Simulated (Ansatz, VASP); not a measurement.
**PbSe: VASP beside Ansatz**

```xyz
2
Lattice="0.0000 3.0606 3.0606 3.0606 0.0000 3.0606 3.0606 3.0606 0.0000" Properties=species:S:1:pos:R:3 pbc="T T T"
Pb    0.0000    0.0000    0.0000
Se    3.0606    3.0606    3.0606
```

Alike in both runs: task single point; functional PBE; k mesh 8 × 8 × 8; occupations fermi-dirac, width 0.05 eV; non-collinear spin, spin-orbit coupling.

|  | VASP | Ansatz |
| --- | --- | --- |
| version | VASP 6.6.1 | Ansatz 0.2.0 |
| potentials or method | VASP PAW PBE potentials, release 64 (Pb_d, Se) | Ansatz PAW |
| plane-wave cutoff (eV) | 520 | 420 |
| valence electrons in the cell | 20 | 30 |

Ansatz gave:

- pressure (GPa): 2.0
- net moment per atom (μB): 0.00

Question: What did VASP give for the same quantities?

Answer: Pressure (GPa): 2.1; net moment per atom (μB): 0.00.

VASP's potentials hold 20 valence electrons a cell and Ansatz's 30, so a difference there can come from the potentials and not from the codes.
